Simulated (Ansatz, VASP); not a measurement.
PdPt2S6: VASP beside Ansatz

INCAR

```
SYSTEM = PdPt2S6
PREC = Accurate
ENCUT = 520
EDIFF = 1E-6
ISMEAR = 0
SIGMA = 0.1
LREAL = .FALSE.
LASPH = .TRUE.
NELM = 80
ALGO = Normal
ISIF = 2
LWAVE = .FALSE.
LCHARG = .TRUE.
GGA = PE
LELF = .TRUE.
LVHAR = .TRUE.
NBANDS = 43
```

KPOINTS

```
Automatic mesh
0
G
  3 3 4
  0 0 0
```

File POSCAR:

```
PdPt2S6
1.0
    6.1846192000      0.0000000000      0.0000000000
   -3.0923096000      5.3560373000      0.0000000000
    0.0000000000      0.0000000000      6.3169112000
Pd Pt S
1 2 6
Direct
    0.0000000000      0.0000000000      0.0000000000
    0.6666667000      0.3333333000      0.0000000000
    0.3333333000      0.6666667000      0.0000000000
    0.0000000000      0.3337650000      0.1949000000
    0.6662350000      0.6662350000      0.1949000000
    0.3337650000      0.0000000000      0.1949000000
    0.3337650000      0.3337650000      0.8051000000
    0.0000000000      0.6662350000      0.8051000000
    0.6662350000      0.0000000000      0.8051000000
```

Input for Ansatz:

```yaml
crystal:
  lattice:
    - [6.1846192, 0.0, 0.0]
    - [-3.0923096, 5.3560373, 0.0]
    - [0.0, 0.0, 6.3169112]
  atoms:
    - { symbol: Pd, position: [0.0, 0.0, 0.0] }
    - { symbol: Pt, position: [0.6666667, 0.3333333, 0.0] }
    - { symbol: Pt, position: [0.3333333, 0.6666667, 0.0] }
    - { symbol: S, position: [0.0, 0.333765, 0.1949] }
    - { symbol: S, position: [0.666235, 0.666235, 0.1949] }
    - { symbol: S, position: [0.333765, 0.0, 0.1949] }
    - { symbol: S, position: [0.333765, 0.333765, 0.8051] }
    - { symbol: S, position: [0.0, 0.666235, 0.8051] }
    - { symbol: S, position: [0.666235, 0.0, 0.8051] }
basis:
  ecutwfc: 420
kpoints:
  mp_grid: { grid: [3, 3, 4] }
hamiltonian:
  xc: pbe
scf:
  occupations: { method: gaussian, width: 0.1 }
  lower_state_search: "off"
output:
  forces: true
  stress: true
  eigenvalues: true
```

Alike in both runs: task single point; functional PBE; k mesh 3 × 3 × 4; occupations gaussian, width 0.1 eV; no spin polarisation.

|  | VASP | Ansatz |
| --- | --- | --- |
| version | VASP 6.6.1 | Ansatz 0.2.0 |
| potentials or method | VASP PAW PBE potentials, release 64 (Pd, Pt, S), cutoff 520 eV | scalar-relativistic, plane waves, PAW |
| valence electrons in the cell | 66 | 90 |

```tsv
	VASP	Ansatz	Ansatz less VASP
gap on the k mesh at the Fermi level (eV)	1.33	1.34	+0.003
least direct gap on the mesh (eV)	1.33	1.34	+0.003
pressure (GPa)	-0.3	0.0	+0.33
traceless stress, the component that is largest in VASP (GPa)	0.10	0.02	-0.083
rms of the force components (eV/Å)	0.018	0.003	-0.0152
```

Atom by atom the forces differ by 0.016 eV/Å (rms over components). The functional is the same, so the differences come from potentials, cutoffs and numerics. VASP's potentials hold 66 valence electrons a cell and Ansatz's 90, so a difference there can come from the potentials and not from the codes.

Spin-orbit coupling is off throughout.
